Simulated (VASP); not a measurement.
# PbS (Cmcm) in VASP: a series of runs

Aim: see how the results for PbS move with the level of theory and the settings. Levels: PBE+D3(BJ), r2SCAN. Tasks: single point, relaxation of cell and atoms.

Program: VASP 6.6.1. These are calculated values, not measurements. Logs are shortened: lines on timing, memory, paths and dates and some standing lists are left out, and cuts for length are marked.

### Step 1. The cell of the first run

It takes space group Cmcm (No. 63, orthorhombic). Conventional cell: a = 4.111 Å, b = 11.634 Å, c = 4.268 Å, α = 90.00°, β = 90.00°, γ = 90.00°. Within 3.8 Å of Pb (site symmetry m2m) lie 7 S at 2.70 to 3.73 Å and 2 Pb at 3.64 Å. S (site symmetry m2m) has 7 Pb at 2.70 to 3.73 Å and 10 S at 3.91 to 4.27 Å within 4.3 Å.

### Step 2. Single point, PBE+D3(BJ)

INCAR reads:

```
SYSTEM = PbS
PREC     = Accurate       ! precision mode
ENCUT    = 520            ! plane-wave cutoff, eV
EDIFF    = 1E-6           ! SCF threshold, eV
ISMEAR   = 0              ! smearing method
SIGMA    = 0.02           ! smearing width, eV
LREAL    = .False.        ! projectors in reciprocal space
LASPH    = .True.         ! aspherical terms in the spheres
NELM     = 100            ! most SCF steps
ALGO     = Normal         ! electronic algorithm
ISIF     = 2              ! what is computed and relaxed
LWAVE    = .False.        ! write WAVECAR
LCHARG   = .False.        ! write CHGCAR
GGA      = PE             ! functional
IVDW     = 12             ! dispersion correction
NBANDS   = 28             ! bands
```

KPOINTS reads:

```
regular mesh
0
Gamma
  8 8 6
  0 0 0
```

POSCAR reads:

```
PbS
1.0
    2.0554605751     -5.8171216217      0.0000000000
    2.0554605751      5.8171216217      0.0000000000
    0.0000000000      0.0000000000      4.2684057435
Pb S
2 2
Direct
    0.8730525374      0.1269474626      0.7500000000
    0.1269474626      0.8730525374      0.2500000000
    0.6405897530      0.3594102470      0.7500000000
    0.3594102470      0.6405897530      0.2500000000
```

Potentials or basis: VASP PAW PBE potentials, release 64 (Pb_d, S).

Run with:

```
$ cat potpaw_PBE.64/Pb_d/POTCAR potpaw_PBE.64/S/POTCAR > POTCAR
$ mpirun -np 1 vasp_std > vasp.out
```

OUTCAR:

```text
SYSTEM = PbS
   PREC = Accurate
   ENCUT = 520
   EDIFF = 1E-6
   ISMEAR = 0
   LREAL = .False.
   LASPH = .True.
   NELM = 100
   ISIF = 2
   GGA = PE
   IVDW = 12
 IVDW          = 12

 ion  position               nearest neighbor table
   1  0.873  0.127  0.750-   3 2.70   4 2.97   4 2.97   4 2.97   4 2.97   2 3.64   2 3.64   2 4.12
                             2 4.12   2 4.12   2 4.12
   2  0.127  0.873  0.250-   4 2.70   3 2.97   3 2.97   3 2.97   3 2.97   1 3.64   1 3.64   1 4.12
                             1 4.12   1 4.12   1 4.12
   3  0.641  0.359  0.750-   1 2.70   2 2.97   2 2.97   2 2.97   2 2.97
   4  0.359  0.641  0.250-   2 2.70   1 2.97   1 2.97   1 2.97   1 2.97

  LATTYP: Found a base centered orthorhombic cell.
 ALAT       =     4.1109211502
 B/A-ratio  =     2.8300818280
 C/A-ratio  =     1.0383088334

  Lattice vectors:

 A1 = (   2.0554605751,  -5.8171216217,   0.0000000000)
 A2 = (   2.0554605751,   5.8171216217,   0.0000000000)
 A3 = (   0.0000000000,   0.0000000000,   4.2684057435)

Analysis of symmetry for initial positions (statically):
=====================================================================
 Subroutine PRICEL returns:
 Original cell was already a primitive cell.

 Routine SETGRP: Setting up the symmetry group for a
 base centered orthorhombic supercell.

 Subroutine GETGRP returns: Found  8 space group operations
 (whereof  4 operations were pure point group operations)
 out of a pool of  8 trial point group operations.

The static configuration has the point symmetry C_2h.
 The point group associated with its full space group is D_2h.

Analysis of symmetry for dynamics (positions and initial velocities):
=====================================================================
 Subroutine PRICEL returns:
 Original cell was already a primitive cell.

 Routine SETGRP: Setting up the symmetry group for a
 base centered orthorhombic supercell.

 Subroutine GETGRP returns: Found  8 space group operations
 (whereof  4 operations were pure point group operations)
 out of a pool of  8 trial point group operations.

The dynamic configuration has the point symmetry C_2h.
 The point group associated with its full space group is D_2h.

 Subroutine INISYM returns: Found  8 space group operations
 (whereof  4 operations are pure point group operations),
 and found     1 'primitive' translations

----------------------------------------------------------------------------------------

                                     Primitive cell

  volume of cell :     102.0735

  direct lattice vectors                    reciprocal lattice vectors
     2.055460575 -5.817121622  0.000000000     0.243254483 -0.085953162  0.000000000
     2.055460575  5.817121622  0.000000000     0.243254483  0.085953162  0.000000000
     0.000000000  0.000000000  4.268405743     0.000000000  0.000000000  0.234279509

  length of vectors
     6.169588490  6.169588490  4.268405743     0.257993585  0.257993585  0.234279509

  position of ions in fractional coordinates (direct lattice)
     0.873052537  0.126947463  0.750000000
     0.126947463  0.873052537  0.250000000
     0.640589753  0.359410247  0.750000000
     0.359410247  0.640589753  0.250000000

  ion indices of the primitive-cell ions
   primitive index   ion index
                 1           1
                 2           2
                 3           3
                 4           4

----------------------------------------------------------------------------------------

 KPOINTS: regular mesh

Automatic generation of k-mesh.
 Grid dimensions read from file:
 generate k-points for:    8    8    6

 Generating k-lattice:

  Cartesian coordinates                     Fractional coordinates (reciprocal lattice)
     0.030406810 -0.010744145  0.000000000     0.125000000 -0.000000000  0.000000000
     0.030406810  0.010744145  0.000000000    -0.000000000  0.125000000  0.000000000
     0.000000000  0.000000000  0.039046585     0.000000000  0.000000000  0.166666667

  Length of vectors
     0.032249198  0.032249198  0.039046585

  Shift w.r.t. Gamma in fractional coordinates (k-lattice)
     0.000000000  0.000000000  0.000000000

 Subroutine IBZKPT returns following result:
 ===========================================

 Found     84 irreducible k-points:

 Following reciprocal coordinates:
            Coordinates               Weight
  0.000000  0.000000  0.000000      1.000000
  0.125000 -0.000000  0.000000      4.000000
  0.250000 -0.000000  0.000000      4.000000
  0.375000 -0.000000  0.000000      4.000000
  0.500000 -0.000000  0.000000      2.000000
  0.125000  0.125000  0.000000      2.000000
[... 16 lines left out ...]
  0.125000 -0.000000  0.166667      8.000000
  0.250000 -0.000000  0.166667      8.000000
 [... further k-points ...]
   k-points           NKPTS =     84   k-points in BZ     NKDIM =     84   number of bands    NBANDS=     28
   number of dos      NEDOS =    301   number of ions     NIONS =      4
   total plane-waves  NPLWV =  73728
   dimension x,y,z NGX =    48 NGY =   48 NGZ =   32
   dimension x,y,z NGXF=    96 NGYF=   96 NGZF=   64
   ions per type =               2   2
   NGX,Y,Z   is equivalent  to a cutoff of  12.93, 12.93, 12.46 a.u.
   NGXF,Y,Z  is equivalent  to a cutoff of  25.87, 25.87, 24.93 a.u.
 SYSTEM =  PbS
   PREC   = accura    normal or accurate (medium, high low for compatibility)
   ISTART =      0    job   : 0-new  1-cont  2-samecut
   ICHARG =      2    charge: 1-file 2-atom 10-const
   ISPIN  =      1    spin polarized calculation?
   LNONCOLLINEAR =      F non collinear calculations
   LSORBIT =      F    spin-orbit coupling
   LASPH  =      T    aspherical Exc in radial PAW
   ENCUT  =  520.0 eV  38.22 Ry    6.18 a.u.  11.47 11.47  7.94*2*pi/ulx,y,z
   NELM   =    100;   NELMIN=  2; NELMDL= -5     # of ELM steps
   EDIFF  = 0.1E-05   stopping-criterion for ELM
   LREAL  =      F    real-space projection
   EDIFFG = 0.1E-04   stopping-criterion for IOM
   NSW    =      0    number of steps for IOM
   IBRION =     -1    ionic relax: 0-MD 1-quasi-New 2-CG
   NFREE  =      0    steps in history (QN), initial steepest desc. (CG)
   ISIF   =      2    stress and relaxation
   ISYM   =      2    0-nonsym 1-usesym 2-fastsym
   POTIM  = 0.5000    time-step for ionic-motion
   TEBEG  =    0.0;   TEEND  =   0.0 temperature during run
   PSTRESS=    0.0 pullay stress
   NELECT =      40.0000    total number of electrons
   NUPDOWN=      -1.0000    fix difference up-down
   EMIN   =  10.00;   EMAX   =-10.00  energy-range for DOS
   EFERMI =   0.00;   METHOD = LEGACY
   ISMEAR =     0;   SIGMA  =   0.02  broadening in eV -4-tet -1-fermi 0-gaus
   EFERMI_NEDOS =   21; number of points for ismear=-14 and -15
   IALGO  =     38    algorithm
   IMIX   =      4    mixing-type and parameters
     AMIX     =   0.40;   BMIX     =  1.00
     AMIX_MAG =   1.60;   BMIX_MAG =  1.00
  volume/ion in A,a.u.               =      25.52       172.21
  Fermi-wavevector in a.u.,A,eV,Ry     =   1.198001  2.263894 19.527167  1.435206
  Thomas-Fermi vector in A             =   2.333901
   LORBIT       =      0    0 simple, 1 ext, 2 COOP (PROOUT), +10 PAW based schemes
   GGA     = PE    functional components
   LHFCALC =     F    Hartree Fock is set to
   AEXX    =    0.0000 exact exchange contribution
   IVDW    =    12    specifies the selected vdW correction
   LEPSILON=     F    determine dielectric tensor
   LRPA    =     F    only Hartree local field effects (RPA)
 non-spin polarized calculation
 Gauss-broadening in eV      SIGMA  =   0.02
  energy-cutoff  :      520.00
  volume of cell :      102.07
 maximum number of plane-waves:      2778
 NGX is ok and might be reduce to    48
   NGX = 23   NGY = 23   NGZ = 15

 number of electron      40.0000007 magnetization

 Free energy of the ion-electron system (eV)
  ---------------------------------------------------
  ext. energy  EPLUGINS =         0.00000000
  ---------------------------------------------------
  free energy    TOTEN  =       -17.33701070 eV

  energy without entropy =      -17.33701070  energy(sigma->0) =      -17.33701070

 E-fermi :   5.5337     XC(G=0):  -9.8181

 val. band max:        5.4152539127   @ k =   0.5000   0.5000   0.3333
 cond. band min:       6.6360139046   @ k =   0.5000   0.5000   0.0000
 fundamental gap:      1.2207599918
 Fermi energy:         5.5337388086

 k-point     1 :       0.0000    0.0000    0.0000
  band No.  band energies     occupation
      1     -11.0347      2.00000
      2     -10.9358      2.00000
      3     -10.9336      2.00000
      4     -10.9118      2.00000
      5     -10.8666      2.00000
      6     -10.8661      2.00000
[... 20 lines left out ...]
     27      11.5915      0.00000
     28      12.5230      0.00000

 k-point     2 :       0.1250   -0.0000    0.0000
  band No.  band energies     occupation
      1     -11.0243      2.00000
      2     -10.9338      2.00000
      3     -10.9280      2.00000
      4     -10.9027      2.00000
      5     -10.8738      2.00000
      6     -10.8681      2.00000
[... 20 lines left out ...]
     27      11.8876      0.00000
     28      12.7145      0.00000

 k-point     3 :       0.2500   -0.0000    0.0000
  band No.  band energies     occupation
      1     -10.9979      2.00000
      2     -10.9295      2.00000
      3     -10.9170      2.00000
      4     -10.8893      2.00000
      5     -10.8851      2.00000
      6     -10.8731      2.00000
[... 20 lines left out ...]
     27      12.5424      0.00000
     28      13.1618      0.00000

 k-point     4 :       0.3750   -0.0000    0.0000
  band No.  band energies     occupation
      1     -10.9661      2.00000
      2     -10.9263      2.00000
      3     -10.9155      2.00000
      4     -10.9050      2.00000
      5     -10.8876      2.00000
      6     -10.8768      2.00000
[... 578 lines left out ...]
     27      11.5046      0.00000
     28      13.3012      0.00000

 k-point    23 :       0.1250   -0.0000    0.1667
  band No.  band energies     occupation
      1     -11.0093      2.00000
      2     -10.9329      2.00000
      3     -10.9271      2.00000
      4     -10.8953      2.00000
      5     -10.8895      2.00000
      6     -10.8797      2.00000
[... 20 lines left out ...]
     27      12.3192      0.00000
     28      13.5519      0.00000

 k-point    24 :       0.2500   -0.0000    0.1667
  band No.  band energies     occupation
      1     -10.9932      2.00000
      2     -10.9315      2.00000
      3     -10.9223      2.00000
      4     -10.8993      2.00000
      5     -10.8920      2.00000
      6     -10.8678      2.00000
[... 20 lines left out ...]
     27      13.0048      0.00000
     28      13.3902      0.00000

 [... further k-points ...]

------------------------ aborting loop because EDIFF is reached ----------------------------------------

 Edisp (eV)   -1.42960

 E8    (eV) :    -0.6452

  FORCE on cell =-STRESS in cart. coord.  units (eV):
  Direction    XX          YY          ZZ          XY          YZ          ZX
  --------------------------------------------------------------------------------------
  -------------------------------------------------------------------------------------
  Total      -0.03185    -0.05819    -0.03734     0.00000    -0.00000     0.00000
  in kB      -0.50000    -0.91344    -0.58602     0.00000    -0.00000     0.00000
  external pressure =       -0.67 kB  Pullay stress =        0.00 kB

 VOLUME and BASIS-vectors are now :
 -----------------------------------------------------------------------------
  energy-cutoff  :      520.00
  volume of cell :      102.07
      direct lattice vectors                 reciprocal lattice vectors
     2.055460575 -5.817121622  0.000000000     0.243254483 -0.085953162  0.000000000
     2.055460575  5.817121622  0.000000000     0.243254483  0.085953162  0.000000000
     0.000000000  0.000000000  4.268405743     0.000000000  0.000000000  0.234279509

 POSITION                                       TOTAL-FORCE (eV/Angst)
 -----------------------------------------------------------------------------------
      2.05546     -4.34018      3.20130         0.000000      0.004369     -0.000000
      2.05546      4.34018      1.06710         0.000000     -0.004369      0.000000
      2.05546     -1.63566      3.20130         0.000000      0.002184      0.000000
      2.05546      1.63566      1.06710         0.000000     -0.002184      0.000000
 -----------------------------------------------------------------------------------
    total drift:                               -0.000000     -0.000000      0.000000

  FREE ENERGIE OF THE ION-ELECTRON SYSTEM (eV)
  ---------------------------------------------------
  free  energy   TOTEN  =       -18.7666082360 eV

  energy  without entropy=      -18.7666082360  energy(sigma->0) =      -18.76660824
```

Run time: 4.2 min. Hardware: 1 thread of AMD EPYC 7R43 (Zen 3), shared host; peak memory 0.34 GiB.

What came out:

| Quantity | Value |
| --- | --- |
| Free energy | -18.7666 eV |
| Pressure | -0.1 GPa |
| Largest force | 0.004 eV/Å |
| Band gap on the k mesh | 1.22 eV (least direct gap 1.28 eV) |
| Dispersion energy per atom | -0.357 eV |

Forces in eV/Å, atoms in the order of the input:
```
Pb   0.000  0.004  0.000
Pb   0.000 -0.004  0.000
S    0.000  0.002  0.000
S    0.000 -0.002  0.000
```

Caveat: spin-orbit coupling is left out, which moves the levels of the heavy elements. A k mesh can miss the band edges.

### Step 3. Single point, PBE+D3(BJ)

INCAR reads:

```
  PREC = Accurate
  ENCUT = 520
  EDIFF = 1E-6
  ISMEAR = 0
  SIGMA = 0.02
  LREAL = F
  LASPH = T
  NELM = 100
  ALGO = Normal
  ISIF = 2
  LWAVE = F
  LCHARG = F
  GGA = PE
  IVDW = 12
  NBANDS = 28
```

KPOINTS reads:

```
Automatic mesh
0
Gamma
  8 8 6
```

POSCAR is that of step 2.

Potentials or basis: VASP PAW PBE potentials, release 64 (Pb_d, S).

Run with:

```
$ cat potpaw_PBE.64/Pb_d/POTCAR potpaw_PBE.64/S/POTCAR > POTCAR
$ mpirun -np 1 vasp_std > vasp.out
```

Run time: 4.1 min. Hardware: 1 thread of AMD EPYC 7R43 (Zen 3), shared host; peak memory 0.34 GiB.

Results (log left out):

```yaml
Free_energy: -18.7666 eV
Pressure: -0.1 GPa
Largest_force: 0.004 eV/Å
Band_gap_on_the_k_mesh: 1.22 eV (least direct gap 1.28 eV)
Dispersion_energy_per_atom: -0.357 eV
```

Forces in eV/Å, atoms in the order of the input:
```
Pb   0.000  0.004  0.000
Pb   0.000 -0.004  0.000
S    0.000  0.002  0.000
S    0.000 -0.002  0.000
```

Levels at points of the mesh, in eV from the valence-band top:
| k point | band 16 | band 17 | band 18 | band 19 | band 20 | band 21 | band 22 | band 23 | band 24 | band 25 |
| --- | --- | --- | --- | --- | --- | --- | --- | --- | --- | --- |
| (0.00, 0.00, 0.00) | -3.13 | -2.37 | -1.81 | -1.57 | -0.62 | 4.57 | 4.70 | 4.97 | 5.51 | 6.04 |
| (0.50, 0.00, 0.00) | -2.08 | -1.47 | -1.21 | -0.43 | -0.32 | 1.76 | 1.77 | 2.01 | 2.93 | 3.19 |
| (0.50, 0.50, 0.00) | -2.69 | -2.10 | -1.73 | -1.35 | -0.60 | 1.22 | 4.43 | 4.73 | 4.82 | 5.69 |
| (0.00, 0.00, 0.50) | -2.94 | -1.15 | -1.15 | -0.05 | -0.05 | 1.78 | 1.78 | 2.74 | 2.74 | 5.12 |
| (0.50, 0.00, 0.50) | -4.40 | -3.35 | -3.35 | -1.44 | -1.44 | 3.34 | 3.34 | 5.45 | 5.45 | 6.29 |
| (0.50, 0.50, 0.50) | -1.28 | -1.15 | -1.15 | -0.49 | -0.49 | 1.66 | 1.66 | 3.27 | 3.27 | 3.58 |

Caveat: spin-orbit coupling is left out, which moves the levels of the heavy elements. A k mesh can miss the band edges.

(Continued in part 2 of 3.)
